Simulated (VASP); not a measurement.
Input of a VASP 6.6.1 run:

The input INCAR:

```
SYSTEM = Si
PREC = Accurate ; ENCUT = 520
EDIFF = 1E-6 ; ISMEAR = -1
SIGMA = 0.1 ; LREAL = .FALSE.
LASPH = .TRUE. ; NELM = 60
ALGO = Normal ; ISIF = 2
LWAVE = .FALSE. ; LCHARG = .TRUE.
GGA = PE ; LELF = .TRUE.
LVHAR = .TRUE. ; NBANDS = 11
```

Contents of KPOINTS:

```
regular mesh
0
G
  18 18 18
  0 0 0
```

POSCAR

```
Si
1.0
   -1.8409060598      1.8409060598      0.9742955539
    1.8409060598     -1.8409060598      0.9742955539
    1.8409060598      1.8409060598     -0.9742955539
Si
2
Direct
   -0.3750000000     -0.1250000000     -0.2500000000
    0.3750000000      0.1250000000      0.2500000000
```

Potentials or basis: VASP PAW PBE potentials, release 64 (Si).

The run is started by

```console
$ cat potpaw_PBE.64/Si/POTCAR > POTCAR
$ mpirun -np 1 vasp_std > vasp.out
```

(1) Estimate the band gap on the k mesh.

(2) Estimate the pressure.

## Answers

(1) zero (bands 4 and 5 overlap by 8.38 eV).

(2) 492.5 GPa.

Caveat: the cell stands under pressure.
